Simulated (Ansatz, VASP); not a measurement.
# CoSi2 in VASP and in Ansatz

```xyz
3
Lattice="0.0000 2.7311 2.5126 2.7311 0.0000 2.5126 2.7311 2.7311 0.0000" Properties=species:S:1:pos:R:3 pbc="T T T"
Co    0.0000    0.0000    0.0000
Si    1.3656    1.3656    1.2563
Si    4.0967    4.0967    3.7689
```

Alike in both runs: task single point; functional PBEsol; k mesh 18 × 18 × 18; occupations gaussian, width 0.15 eV; no spin polarisation.

|  | VASP | Ansatz |
| --- | --- | --- |
| version | VASP 6.6.1 | Ansatz 0.2.0 |
| potentials or method | VASP PAW PBE potentials, release 64 (Co, Si), cutoff 520 eV | scalar-relativistic, plane waves, PAW |
| valence electrons in the cell | 17 | 25 |

Ansatz gave:

| Property | Result |
| --- | --- |
| gap on the k mesh at the Fermi level (eV) | none |
| pressure (GPa) | 0.5 |
| traceless stress, the component that is largest in VASP (GPa) | 7.10 |

What did VASP give for the same quantities?

gap on the k mesh at the Fermi level (eV): none; pressure (GPa): 0.6; traceless stress, the component that is largest in VASP (GPa): 7.12.

VASP's potentials were made for PBE, not for PBEsol. A gap of «none» marks a metal or a gap that the smearing closes. VASP's potentials hold 17 valence electrons a cell and Ansatz's 25, so a difference there can come from the potentials and not from the codes.
